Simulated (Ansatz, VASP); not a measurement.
**Two plane-wave programs on PbS**

File INCAR:

```
PREC = Accurate ; ENCUT = 520
EDIFF = 1E-8 ; ISMEAR = -1
SIGMA = 0.01 ; LREAL = F
LASPH = T ; NELM = 100
ALGO = Normal ; ISIF = 2
LWAVE = F ; LCHARG = F
LEFG = T ; NBANDS = 17
```

File KPOINTS:

```
regular mesh
0
Gamma
  8 8 8
```

The input POSCAR:

```
PbS
1.0
    0.0000000000      2.9353500000      2.9650000000
    2.9353500000      0.0000000000      2.9650000000
    2.9353500000      2.9353500000      0.0000000000
Pb S
1 1
Direct
    0.0000000000      0.0000000000      0.0000000000
    0.5000000000      0.5000000000      0.5000000000
```

Input for Ansatz:

```yaml
crystal:
  lattice:
    - [0.0, 2.93535, 2.965]
    - [2.93535, 0.0, 2.965]
    - [2.93535, 2.93535, 0.0]
  atoms:
    - { symbol: Pb, position: [0.0, 0.0, 0.0] }
    - { symbol: S, position: [0.5, 0.5, 0.5] }
kpoints:
  mp_grid: { grid: [8, 8, 8] }
scf:
  occupations: { method: fermi_dirac, width: 0.01 }
hamiltonian:
  xc: lda
  pseudopotentials: { kind: paw }
output:
  forces: true
  stress: true
  eigenvalues: true
  efg: { contact_densities: true }
```

Change from the starting cell: equal xx and yy strain of -1 %, PAW files.

Alike in both runs: task electric field gradients; functional LDA; k mesh 8 × 8 × 8; occupations fermi-dirac, width 0.01 eV; no spin polarisation.

|  | VASP | Ansatz |
| --- | --- | --- |
| version | VASP 6.6.1 | Ansatz 0.2.0 |
| potentials or method | VASP PAW LDA potentials, release 64 (Pb_d, S) | PAW with Ansatz's default frozen-core files, scalar-relativistic |
| plane-wave cutoff (eV) | 520 | 420 |
| valence electrons in the cell | 20 | 20 |

|  | VASP | Ansatz | Ansatz less VASP |
| --- | --- | --- | --- |
| pressure (GPa) | -1.3 | -1.4 | -0.06 |
| traceless stress, the component that is largest in VASP (GPa) | -0.87 | -0.87 | +0.008 |
| size of Vzz on the site where it differs most (V/Å²) | 30.4 | 32.4 | +1.97 |

LDA's correlation is that of Perdew and Zunger in VASP and of Perdew and Wang (1992) in Ansatz.

Neither program's run includes spin-orbit coupling.
